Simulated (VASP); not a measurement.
A run of VASP 6.6.1:

The input INCAR:

```
SYSTEM = MgO
PREC     = Accurate       ! precision mode
ENCUT    = 520            ! plane-wave cutoff, eV
EDIFF    = 1E-7           ! SCF threshold, eV
ISMEAR   = 0              ! smearing method
SIGMA    = 0.01           ! smearing width, eV
LREAL    = .FALSE.        ! projectors in reciprocal space
LASPH    = .TRUE.         ! aspherical terms in the spheres
NELM     = 80             ! most SCF steps
ALGO     = Normal         ! electronic algorithm
ISIF     = 2              ! what is computed and relaxed
LWAVE    = .FALSE.        ! write WAVECAR
LCHARG   = .FALSE.        ! write CHGCAR
GGA      = PE             ! functional
NBANDS   = 11             ! bands
```

File KPOINTS:

```
Automatic mesh
0
G
  6 6 6
  0 0 0
```

Contents of POSCAR:

```
MgO
1.0
    0.0000000000      2.0811457413      2.1154270457
    2.0811457413      0.0000000000      2.1154270457
    2.0811457413      2.0811457413      0.0000000000
Mg O
1 1
Direct
    0.0000000000      0.0000000000      0.0000000000
    0.5000000000      0.5000000000      0.5000000000
```

Potentials or basis: VASP PAW PBE potentials, release 64 (Mg, O).

The run is started by

```sh
$ cat potpaw_PBE.64/Mg/POTCAR potpaw_PBE.64/O/POTCAR > POTCAR
$ mpirun -np 1 vasp_std > vasp.out
```

Hardware: 1 thread of Intel Xeon 8259CL, with other jobs on the host.

Question: Estimate the wall time of this run.

Answer: Run time: 12 s on 1 thread of Intel Xeon 8259CL, on a shared host, peak memory 0.11 GiB. Counts: scf iterations 13, k points 30.
